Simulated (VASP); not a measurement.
Set up this calculation in VASP 6.6.1, as the native input.

```
Task                   : single point
Functional             : LDA
Potentials or basis    : VASP PAW LDA potentials, release 64 (Rh_pv)
Cutoff                 : 520 eV
k mesh                 : 20 × 20 × 20
Occupations            : gaussian, width 0.15 eV
Spin                   : no spin polarisation
Dipole correction      : no
Further INCAR settings : ALGO = Fast; EDIFF = 1e-06; NBANDS = 14
```

The structure of Rh lies in POSCAR:

```
Rh
1.0
    0.0000000000      1.8019538512      1.8770352617
    1.8019538512      0.0000000000      1.8770352617
    1.8019538512      1.8019538512      0.0000000000
Rh
1
Direct
    0.0000000000      0.0000000000      0.0000000000
```

The input as run:

INCAR

```
  ALGO = Fast
  EDIFF = 1E-6
  ENCUT = 520
  GGA = CA
  ISIF = 2
  ISMEAR = 0
  LASPH = True
  LCHARG = True
  LELF = True
  LREAL = False
  LVHAR = True
  LWAVE = False
  NBANDS = 14
  NELM = 100
  PREC = Accurate
  SIGMA = 0.15
```

KPOINTS

```
k-points
0
Gamma
  20 20 20
```

Potentials or basis: VASP PAW LDA potentials, release 64 (Rh_pv).

Launch:

```sh
$ cat potpaw_LDA.64/Rh_pv/POTCAR > POTCAR
$ mpirun -np 1 vasp_std > vasp.out
```

It gave:

```json
{
 "Pressure": "33.2 GPa",
 "Band gap on the k mesh": "zero (an odd number of electrons rules out a gap without spin polarisation)"
}
```

Caveat: the cell stands under pressure.

Wall time 84 s on 1 thread of Intel(R) Xeon(R) Platinum 8259CL CPU @ 2.50GHz (Skylake/Cascade Lake), on a shared host, peak memory 0.2 GiB.
